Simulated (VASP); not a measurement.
# LiH in VASP: notebook, part 2 of 2

VASP 6.6.1. Earlier steps stand in the parts before.

## (3) Single point, PBE (epitaxial 111 strain +4.8%)

Input file INCAR:

```
PREC     = Accurate       # precision mode
ENCUT    = 520            # plane-wave cutoff, eV
EDIFF    = 1E-7           # SCF threshold, eV
ISMEAR   = -1             # smearing method
SIGMA    = 0.02           # smearing width, eV
LREAL    = F              # projectors in reciprocal space
LASPH    = T              # aspherical terms in the spheres
NELM     = 100            # most SCF steps
ALGO     = Normal         # electronic algorithm
ISIF     = 2              # what is computed and relaxed
LWAVE    = F              # write WAVECAR
LCHARG   = T              # write CHGCAR
GGA      = PE             # functional
LELF     = T              # ELF
LVHAR    = T            
NBANDS   = 9              # bands
```

Input file KPOINTS:

```
regular mesh
0
Gamma
  10 10 10
```

Input file POSCAR:

```
LiH
1.0
   -0.0669515633      2.0313858322      2.0313858322
    2.0313858322     -0.0669515633      2.0313858322
    2.0313858322      2.0313858322     -0.0669515633
Li H
1 1
Direct
    0.0000000000      0.0000000000      0.0000000000
    0.5000000000      0.5000000000      0.5000000000
```

Potentials or basis: VASP PAW PBE potentials, release 64 (Li_sv, H).

Launch:

```console
> cat potpaw_PBE.64/Li_sv/POTCAR potpaw_PBE.64/H/POTCAR > POTCAR
> mpirun -np 1 vasp_std > vasp.out
```

Wall time 13 s (1 thread of Intel Xeon 6975P-C (Granite Rapids), shared host); peak memory 0.13 GiB.

It converged, with:

| Item | Value |
| --- | --- |
| Free energy | -6.1057 eV |
| Band gap on the k mesh | 3.03 eV |

Levels at points of the mesh, in eV from the valence-band top:
```
           k point  band 1  band 2  band 3  band 4  band 5
(0.00, 0.00, 0.00)  -44.40   -5.11   14.93   16.57   16.57
(0.50, 0.00, 0.00)  -44.37   -2.49    4.59   13.03   15.68
(0.50, 0.50, 0.00)  -44.36    0.00    3.03    9.88   10.91
(0.50, 0.50, 0.50)  -44.37   -2.07    5.07   12.33   15.10
```

Caveat: the cell differs from its parent crystal (epitaxial 111 strain +4.8%); the cutoff is under 1.25 times the usual one of these potentials, so pressure, stress and relaxed cells hold a basis-set (Pulay) error. A k mesh can miss the band edges.

## (4) Single point, r2SCAN (biaxial xy strain -1.6%)

Input file POSCAR:

```
LiH
1.0
    0.0000000000      1.9705463247      2.0029948411
    1.9705463247      0.0000000000      2.0029948411
    1.9705463247      1.9705463247      0.0000000000
Li H
1 1
Direct
    0.0000000000      0.0000000000      0.0000000000
    0.5000000000      0.5000000000      0.5000000000
```

Input file INCAR.step1:

```
PREC = Accurate
ENCUT = 520
ISMEAR = 0
SIGMA = 0.01
LREAL = F
LASPH = T
NELM = 100
NBANDS = 9
GGA = PE
ALGO = Normal
EDIFF = 1E-4
LWAVE = T
LCHARG = F
```

Input file INCAR.step2:

```
PREC = Accurate
ENCUT = 520
EDIFF = 1E-6
ISMEAR = 0
SIGMA = 0.01
LREAL = F
LASPH = T
NELM = 100
ALGO = Normal
ISIF = 2
LWAVE = F
LCHARG = T
METAGGA = R2SCAN
LMIXTAU = T
LELF = T
LVHAR = T
NBANDS = 9
ISTART = 1
```

KPOINTS is that of step 3.

Launch:

```console
> cat potpaw_PBE.64/Li_sv/POTCAR potpaw_PBE.64/H/POTCAR > POTCAR
> cp INCAR.step1 INCAR
> mpirun -np 1 vasp_std > vasp.out
> cp INCAR.step2 INCAR
> mpirun -np 1 vasp_std > vasp.out
```

It took 44 s on 1 thread of Intel Xeon 6975P-C (Granite Rapids), shared host; peak memory 0.14 GiB.

The run converged. Its results:

```yaml
Free_energy: -6.8153 eV
Band_gap_on_the_k_mesh: 3.36 eV (least direct gap 3.49 eV)
```

Levels at points of the mesh, in eV from the valence-band top:
| k point | band 1 | band 2 | band 3 | band 4 | band 5 |
| --- | --- | --- | --- | --- | --- |
| (0.00, 0.00, 0.00) | -45.74 | -5.62 | 18.06 | 19.68 | 19.68 |
| (0.50, 0.00, 0.00) | -45.69 | -2.78 | 5.72 | 15.20 | 18.30 |
| (0.50, 0.50, 0.00) | -45.67 | -0.13 | 3.36 | 12.07 | 12.07 |
| (0.50, 0.00, 0.50) | -45.67 | 0.00 | 3.60 | 11.71 | 11.86 |

Caveat: the cell differs from its parent crystal (biaxial xy strain -1.6%); the cutoff is under 1.25 times the usual one of these potentials, so pressure, stress and relaxed cells hold a basis-set (Pulay) error; the PAW data sets were made with another functional, which shifts forces and pressure a little. A k mesh can miss the band edges.

## (5) Single point, PBE (shear xy strain -1.8%)

Input file INCAR:

```
PREC = Accurate ; ENCUT = 520
EDIFF = 1E-6 ; ISMEAR = -1
SIGMA = 0.02 ; LREAL = F
LASPH = T ; NELM = 100
ALGO = Normal ; ISIF = 2
LWAVE = F ; LCHARG = T
GGA = PE ; LELF = T
LVHAR = T ; NBANDS = 9
```

Input file KPOINTS:

```
Automatic mesh
0
Gamma
  10 10 10
```

Input file POSCAR:

```
LiH
1.0
   -0.0181271033      2.0029948411      2.0029948411
    2.0029948411     -0.0181271033      2.0029948411
    1.9848677378      1.9848677378      0.0000000000
Li H
1 1
Direct
    0.0000000000      0.0000000000      0.0000000000
    0.5000000000      0.5000000000      0.5000000000
```

Launch:

```console
> cat potpaw_PBE.64/Li_sv/POTCAR potpaw_PBE.64/H/POTCAR > POTCAR
> mpirun -np 1 vasp_std > vasp.out
```

It took 13 s on 1 thread of Intel Xeon 6975P-C (Granite Rapids), shared host; peak memory 0.14 GiB.

Results (log left out):

* Free energy: -6.1263 eV
* Band gap on the k mesh: 2.97 eV

Levels at points of the mesh, in eV from the valence-band top:
```
           k point  band 1  band 2  band 3  band 4  band 5
(0.00, 0.00, 0.00)  -44.29   -5.44   16.11   17.65   17.89
(0.50, 0.00, 0.00)  -44.25   -2.70    4.86   13.79   16.57
(0.50, 0.50, 0.00)  -44.23    0.00    2.97   10.53   11.12
(0.00, 0.00, 0.50)  -44.24   -2.57    4.99   13.55   16.33
(0.50, 0.00, 0.50)  -44.23    0.00    2.98   10.82   10.82
```

Caveat: the cell differs from its parent crystal (shear xy strain -1.8%); the cutoff is under 1.25 times the usual one of these potentials, so pressure, stress and relaxed cells hold a basis-set (Pulay) error.

## (6) Single point, r2SCAN (epitaxial 111 strain +4.8%)

Input file POSCAR:

```
LiH
1.0
   -0.0669515633      2.0313858322      2.0313858322
    2.0313858322     -0.0669515633      2.0313858322
    2.0313858322      2.0313858322     -0.0669515633
Li H
1 1
Direct
    0.0000000000      0.0000000000      0.0000000000
    0.5000000000      0.5000000000      0.5000000000
```

Input file INCAR.step1:

```
  ALGO = Normal
  EDIFF = 1E-4
  ENCUT = 520
  GGA = PE
  ISMEAR = 0
  LASPH = True
  LCHARG = False
  LREAL = False
  LWAVE = True
  NBANDS = 9
  NELM = 60
  PREC = Accurate
  SIGMA = 0.01
```

Input file INCAR.step2:

```
  ALGO = Normal
  EDIFF = 1E-6
  ENCUT = 520
  ISIF = 2
  ISMEAR = 0
  ISTART = 1
  LASPH = True
  LCHARG = False
  LMIXTAU = True
  LREAL = False
  LWAVE = False
  METAGGA = R2SCAN
  NBANDS = 9
  NELM = 60
  PREC = Accurate
  SIGMA = 0.01
```

Input file KPOINTS:

```
k-points
0
Gamma
  10 10 10
```

Potentials or basis: VASP PAW PBE potentials, release 64 (Li_sv, H).

Launch:

```console
> cat potpaw_PBE.64/Li_sv/POTCAR potpaw_PBE.64/H/POTCAR > POTCAR
> cp INCAR.step1 INCAR
> mpirun -np 1 vasp_std > vasp.out
> cp INCAR.step2 INCAR
> mpirun -np 1 vasp_std > vasp.out
```

OUTCAR:

```text
EDIFF = 1E-6
   ENCUT = 520
   ISIF = 2
   ISMEAR = 0
   ISTART = 1
   LASPH = True
   LREAL = False
   METAGGA = R2SCAN
   NELM = 60
   PREC = Accurate

 ion  position               nearest neighbor table
   1  0.000  0.000  0.000-
   2  0.500  0.500  0.500-

  LATTYP: Found a trigonal (rhomboedric) cell.
 ALAT       =     2.8735934490
 COS(alpha) =     0.4667879062

  Lattice vectors:

[... 472 lines left out ...]
      9      29.8256      0.00000

 [... further k-points ...]

------------------------ aborting loop because EDIFF is reached ----------------------------------------

  FORCE on cell =-STRESS in cart. coord.  units (eV):
  Direction    XX          YY          ZZ          XY          YZ          ZX
  --------------------------------------------------------------------------------------
  -------------------------------------------------------------------------------------
  Total       -0.3747595     -0.3747595     -0.3747595      0.1628487      0.1628487      0.1628487
  in kB      -34.1276723    -34.1276723    -34.1276723     14.8299025     14.8299025     14.8299025
  external PRESSURE =     -34.1276723 kB  Pullay stress =       0.0000000 kB

 VOLUME and BASIS-vectors are now :
 -----------------------------------------------------------------------------
  energy-cutoff  :      520.00
  volume of cell :       17.59
      direct lattice vectors                 reciprocal lattice vectors
    -0.066951563  2.031385832  2.031385832    -0.234291350  0.242276433  0.242276433
     2.031385832 -0.066951563  2.031385832     0.242276433 -0.234291350  0.242276433
     2.031385832  2.031385832 -0.066951563     0.242276433  0.242276433 -0.234291350

 POSITION                                       TOTAL-FORCE (eV/Angst)
 -----------------------------------------------------------------------------------
      0.00000      0.00000      0.00000         0.000000     -0.000000      0.000000
      1.99791      1.99791      1.99791        -0.000000      0.000000     -0.000000
 -----------------------------------------------------------------------------------
    total drift:                                0.000000     -0.000000     -0.000000

  FREE ENERGIE OF THE ION-ELECTRON SYSTEM (eV)
  ---------------------------------------------------
  free  energy   TOTEN  =        -6.7933427161 eV

  energy  without entropy=       -6.7933427161  energy(sigma->0) =       -6.79334272
```

Run time: 46 s. Hardware: 1 thread of Intel Xeon 6975P-C (Granite Rapids), shared host; peak memory 0.14 GiB.

What came out:

| Quantity | Value |
| --- | --- |
| Free energy | -6.7933 eV |
| Band gap on the k mesh | 3.63 eV |

Levels at points of the mesh, in eV from the valence-band top:
```
           k point  band 1  band 2  band 3  band 4  band 5  band 6
(0.00, 0.00, 0.00)  -45.85   -5.13   16.40   17.96   17.96   19.24
(0.50, 0.00, 0.00)  -45.82   -2.51    5.32   14.28   17.28   17.87
(0.50, 0.50, 0.00)  -45.81    0.00    3.63   10.75   11.84   14.44
(0.50, 0.50, 0.50)  -45.81   -2.06    5.80   13.53   16.65   16.65
```

Caveat: the cell differs from its parent crystal (epitaxial 111 strain +4.8%); the cutoff is under 1.25 times the usual one of these potentials, so pressure, stress and relaxed cells hold a basis-set (Pulay) error; the PAW data sets were made with another functional, which shifts forces and pressure a little.

## (7) The runs side by side

| level | cell | smearing | gap on the mesh (eV) |
| --- | --- | --- | --- |
| PBE | a = 2.810, b = 2.810, c = 2.787 Å, angles 60.3, 60.3, 59.5°, 2 atoms | fermi-dirac 0.02 eV | 2.76 |
| PBE | a = 2.874 Å, angles 62.2°, 2 atoms | fermi-dirac 0.02 eV | 3.03 |
| r2SCAN | a = 2.810, b = 2.810, c = 2.787 Å, angles 60.3, 60.3, 59.5°, 2 atoms | gaussian 0.01 eV | 3.36 |
| PBE | a = 2.833, b = 2.833, c = 2.807 Å, angles 60.3, 60.3, 60.6°, 2 atoms | fermi-dirac 0.02 eV | 2.97 |
| r2SCAN | a = 2.874 Å, angles 62.2°, 2 atoms | gaussian 0.01 eV | 3.63 |

Alike in all rows: task single point; potentials or basis VASP PAW PBE potentials, release 64 (Li_sv, H); no spin polarisation; k mesh 10 × 10 × 10; cutoff (eV) 520.

Caveats: the cutoff is under 1.25 times the usual one of these potentials, so pressure, stress and relaxed cells hold a basis-set (Pulay) error; the PAW data sets were made with another functional, which shifts forces and pressure a little (at least some runs).

Absolute energies hang on the potentials; compare differences alone.
